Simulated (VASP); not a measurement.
A run of VASP 6.6.1:

INCAR

```
PREC = Accurate ; ENCUT = 600
EDIFF = 1E-6 ; ISMEAR = 0
SIGMA = 0.05 ; LREAL = False
LASPH = True ; NELM = 120
ALGO = Normal ; ISIF = 2
LWAVE = False ; LCHARG = True
GGA = PE ; LELF = True
LVHAR = True ; NBANDS = 36
GGA_COMPAT = False
```

Contents of KPOINTS:

```
Automatic mesh
0
Gamma
  4 4 4
```

Contents of POSCAR:

```
Zn3PbO
1.0
    4.2992092296      0.0000000000      0.0000000000
    0.0000000000      4.2992092296      0.0000000000
    0.0000000000      0.0000000000      4.2992092296
Pb O Zn
1 1 3
Direct
    0.0000000000      0.0000000000      0.0000000000
    0.5000000000      0.5000000000      0.5000000000
    0.5000000000      0.5000000000      0.0000000000
    0.5000000000      0.0000000000      0.5000000000
    0.0000000000      0.5000000000      0.5000000000
```

Potentials or basis: VASP PAW PBE potentials, release 64 (Pb_d, O, Zn).

The run is started by

```sh
$ cat potpaw_PBE.64/Pb_d/POTCAR potpaw_PBE.64/O/POTCAR potpaw_PBE.64/Zn/POTCAR > POTCAR
$ mpirun -np 1 vasp_std > vasp.out
```

Hardware: 1 thread of Intel(R) Xeon(R) Platinum 8559C (Emerald Rapids), with other jobs on the host.

How long does it take, and how much memory?

Wall time 21 s on 1 thread of Intel(R) Xeon(R) Platinum 8559C (Emerald Rapids), with other jobs on the host, peak memory 0.21 GiB. Counts: scf iterations 15, k points 10.
